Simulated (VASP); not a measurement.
The system is Mo2Ru3.

```xyz
10
Lattice="2.8146 0.0000 0.0000 -1.4073 2.4375 0.0000 0.0000 0.0000 22.1821" Properties=species:S:1:pos:R:3 pbc="T T T"
Mo    0.0000    1.6250    4.4364
Mo    0.0000    1.6250    8.8728
Mo    0.0000    1.6250   13.3092
Mo    0.0000    1.6250   17.7457
Ru    0.0000    1.6250    0.0000
Ru    1.4073    0.8125    2.2182
Ru    1.4073    0.8125    6.6546
Ru    1.4073    0.8125   11.0910
Ru    1.4073    0.8125   15.5275
Ru    1.4073    0.8125   19.9639
```

```yaml
Program: VASP 6.6.1
Task: relaxation of cell and atoms
Functional: PBE
Potentials_or_basis: VASP PAW PBE potentials, release 64 (Mo_sv, Ru_pv)
Cutoff: 600 eV
k_mesh: 6 × 6 × 1
Occupations: gaussian, width 0.1 eV
Spin: no spin polarisation
```

At the start: pressure -10.6 GPa; volume 15.22 Å³/atom.

Problem. Where does the relaxation end?

Solution. Over 16 steps the energy falls by 30.8 meV/atom and the volume is 14.58 Å³/atom (-4.2 %); space group P-6m2 (No. 187, to 0.05 Å).

Step by step:
```csv
step,energy change (eV),largest force (eV/Å),pressure (GPa),volume (Å³)
1,0.0000,0.5672,-10.56,152.18
2,1.3080,0.4103,38.08,131.12
3,-0.2446,0.5264,0.22,145.83
4,-0.2450,0.5241,0.66,145.60
5,-0.2832,0.2826,0.16,145.77
6,-0.2832,0.2873,0.15,145.76
7,-0.2949,0.1534,-0.36,146.04
8,-0.2992,0.1327,-0.90,146.36
9,-0.2990,0.1730,1.51,145.13
10,-0.3019,0.1522,0.27,145.75
11,-0.3048,0.1215,0.16,145.79
12,-0.3058,0.0903,0.04,145.83
13,-0.3074,0.0460,-0.15,145.93
14,-0.3076,0.0479,-0.22,145.97
15,-0.3076,0.0148,0.53,145.58
16,-0.3079,0.0320,0.15,145.78
```

Final structure:
```cif
data_structure
_symmetry_space_group_name_H-M 'P 1'
_symmetry_Int_Tables_number 1
_cell_length_a 2.7558
_cell_length_b 2.7558
_cell_length_c 22.1650
_cell_angle_alpha 90.000
_cell_angle_beta 90.000
_cell_angle_gamma 120.000
_cell_volume 145.78
loop_
_atom_site_label
_atom_site_type_symbol
_atom_site_fract_x
_atom_site_fract_y
_atom_site_fract_z
_atom_site_occupancy
Mo1 Mo 0.33333 0.66667 0.19641 1
Mo2 Mo 0.33333 0.66667 0.39893 1
Mo3 Mo 0.33333 0.66667 0.60107 1
Mo4 Mo 0.33333 0.66667 0.80359 1
Ru1 Ru 0.33333 0.66667 0.00000 1
Ru2 Ru 0.66667 0.33333 0.09779 1
Ru3 Ru 0.66667 0.33333 0.29918 1
Ru4 Ru 0.66667 0.33333 0.50000 1
Ru5 Ru 0.66667 0.33333 0.70082 1
Ru6 Ru 0.66667 0.33333 0.90221 1
```

Caveat: the k points lie up to 0.44 Å⁻¹ apart in the final cell.
